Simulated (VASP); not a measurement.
Wanted: the native input for a VASP 6.6.1 run.

* Task: single point
* Functional: PBE
* Potentials or basis: VASP PAW PBE potentials, release 64 (Cd, Se, S)
* Cutoff: 520 eV
* k mesh: 6 × 6 × 2
* Occupations: gaussian, width 0.1 eV
* Spin: no spin polarisation
* Dipole correction: no
* Further INCAR settings: ALGO = Normal; EDIFF = 1e-06; NBANDS = 36

The structure of Cd3Se2S lies in POSCAR:

```
Cd3Se2S
1.0
    4.3155832000      0.0000000000      0.0000000000
   -2.1577916000      3.7374047000      0.0000000000
    0.0000000000      0.0000000000     10.5861007000
Cd Se S
3 2 1
Direct
    0.3333333000      0.6666667000      0.0002900000
    0.6666667000      0.3333333000      0.6578390000
    0.0000000000      0.0000000000      0.3424180000
    0.6666667000      0.3333333000      0.9113260000
    0.3333333000      0.6666667000      0.2531820000
    0.0000000000      0.0000000000      0.5849460000
```

These files were run (other wordings do the same):

INCAR

```
PREC     = Accurate       # precision mode
ENCUT    = 520            # plane-wave cutoff, eV
EDIFF    = 1E-6           # SCF threshold, eV
ISMEAR   = 0              # smearing method
SIGMA    = 0.1            # smearing width, eV
LREAL    = F              # projectors in reciprocal space
LASPH    = T              # aspherical terms in the spheres
NELM     = 100            # most SCF steps
ALGO     = Normal         # electronic algorithm
ISIF     = 2              # what is computed and relaxed
LWAVE    = F              # write WAVECAR
LCHARG   = F              # write CHGCAR
GGA      = PE             # functional
NBANDS   = 36             # bands
```

KPOINTS

```
regular mesh
0
Gamma
  6 6 2
```

Potentials or basis: VASP PAW PBE potentials, release 64 (Cd, Se, S).

Run with:

```sh
$ cat potpaw_PBE.64/Cd/POTCAR potpaw_PBE.64/Se/POTCAR potpaw_PBE.64/S/POTCAR > POTCAR
$ mpirun -np 1 vasp_std > vasp.out
```

Results of the run:

The pressure is 0.3 GPa and the largest force is 0.005 eV/Å. The band gap on the k mesh is 0.56 eV.

Caveat: semilocal functionals underestimate gaps, and a narrow one can read as zero.

Wall time 2.4 min on 1 thread of Intel Xeon 8259CL, on a shared host, peak memory 0.31 GiB.
